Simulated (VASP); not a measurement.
BaHfO3:

```
CELL_PARAMETERS angstrom
4.34915 0.00000 0.00000
0.00000 4.34915 0.00000
0.00000 0.00000 4.34915
ATOMIC_POSITIONS crystal
Ba 0.50000 0.50000 0.99800
Hf 0.00000 0.00000 0.49800
O 0.00000 0.50000 0.49800
O 0.50000 0.00000 0.49800
O 0.00000 0.00000 0.99800
```

This cell differs from its parent crystal: strain +4.1%.

Base run:

```yaml
Program: VASP 6.6.1
Functional: r2SCAN
Potentials_or_basis: VASP PAW PBE potentials, release 64 (Ba_sv, Hf_pv, O)
Cutoff: 520 eV
k_mesh: 6 × 6 × 6
Occupations: gaussian, width 0.01 eV
Spin: no spin polarisation
```

Its results: band gap on the k mesh 3.81 eV, indirect (least direct gap 4.14 eV); pressure -16.6 GPa.

The run is repeated on the same cell with these changes: functional from r2SCAN to PBE; occupations from gaussian, width 0.01 eV to fermi-dirac, width 0.02 eV. What comes out?

Band gap on the k mesh 3.31 eV, indirect (least direct gap 3.63 eV); pressure -13.1 GPa.

Caveats: spin-orbit coupling is left out, which moves the levels of the heavy elements; the PAW data sets were made with another functional, which shifts forces and pressure a little (some runs).

A k mesh can miss the band edges.
